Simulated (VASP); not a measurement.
A run of VASP 6.6.1 is set up as follows.

Contents of INCAR:

```
PREC = Accurate
ENCUT = 600
EDIFF = 1E-7
ISMEAR = -1
SIGMA = 0.08
LREAL = False
LASPH = True
NELM = 80
ALGO = Normal
ISIF = 4
LWAVE = False
LCHARG = False
GGA = PS
IBRION = 2
NSW = 50
EDIFFG = -0.005
```

The input KPOINTS:

```
regular mesh
0
Gamma
  12 12 7
```

POSCAR

```
Na
1.0
    3.6643611420      0.0000000000      0.0000000000
   -1.8321805710      3.1734298376      0.0000000000
    0.0000000000      0.0000000000      5.9512634955
Na
2
Direct
    0.3333333333      0.6666666667      0.2500000000
    0.6666666667      0.3333333333      0.7500000000
```

Potentials or basis: VASP PAW PBE potentials, release 64 (Na_pv).

Launch:

```sh
$ cat potpaw_PBE.64/Na_pv/POTCAR > POTCAR
$ mpirun -np 1 vasp_std > vasp.out
```

**Question.** Predict the band gap on the k mesh.

**Answer.** Zero (band 7 reaches 2.53 eV, above the bottom of band 8 at -1.50 eV).

Final structure:
```
Na
1.0
     3.66436    0.00000    0.00000
    -1.83218    3.17343    0.00000
     0.00000    0.00000    5.95126
Na
2
Direct
  0.33333 0.66667 0.25000
  0.66667 0.33333 0.75000
```

Caveat: the relaxation stopped at its first step, so nothing moved.
